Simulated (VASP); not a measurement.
Ba3HfO:

```
Ba Hf O
1.0
     4.94489    0.00000    0.00000
     0.00000    4.94489    0.00000
     0.00000    0.00000    4.94489
Ba Hf O
3 1 1
Cartesian
  2.4724 2.4724 0.0000
  2.4724 0.0000 2.4724
  0.0000 2.4724 2.4724
  0.0000 0.0000 0.0000
  2.4724 2.4724 2.4724
```

- Program: VASP 6.6.1
- Task: relaxation of cell and atoms
- Functional: PBE
- Potentials or basis: VASP PAW PBE potentials, release 64 (Ba_sv, Hf_pv, O)
- Cutoff: 600 eV
- k mesh: 4 × 4 × 4
- Occupations: gaussian, width 0.1 eV
- Spin: no spin polarisation

At the start: pressure 20.2 GPa; volume 24.18 Å³/atom.

Question: How do energy, volume and symmetry change on relaxing?

Answer: Over 4 steps the energy falls by 435.1 meV/atom and the volume is 33.68 Å³/atom (+39.3 %); space group Pm-3m (No. 221, to 0.05 Å).

The path:
```csv
step,energy change (eV),largest force (eV/Å),pressure (GPa),volume (Å³)
1,0.0000,0.0000,20.20,120.91
2,-2.0733,0.0000,-2.17,182.51
3,-2.1720,0.0000,0.45,165.81
4,-2.1754,0.0000,-0.03,168.40
```

Final structure:
```yaml
crystal:
  lattice:
    - [5.52219, 0.00000, 0.00000]
    - [0.00000, 5.52219, 0.00000]
    - [0.00000, 0.00000, 5.52219]
  atoms:
    - { symbol: Ba, position: [0.50000, 0.50000, 0.00000] }
    - { symbol: Ba, position: [0.50000, 0.00000, 0.50000] }
    - { symbol: Ba, position: [0.00000, 0.50000, 0.50000] }
    - { symbol: Hf, position: [0.00000, 0.00000, 0.00000] }
    - { symbol: O, position: [0.50000, 0.50000, 0.50000] }
```

Caveat: the volume moved by over 15 % at a fixed basis, so the end points are rough.
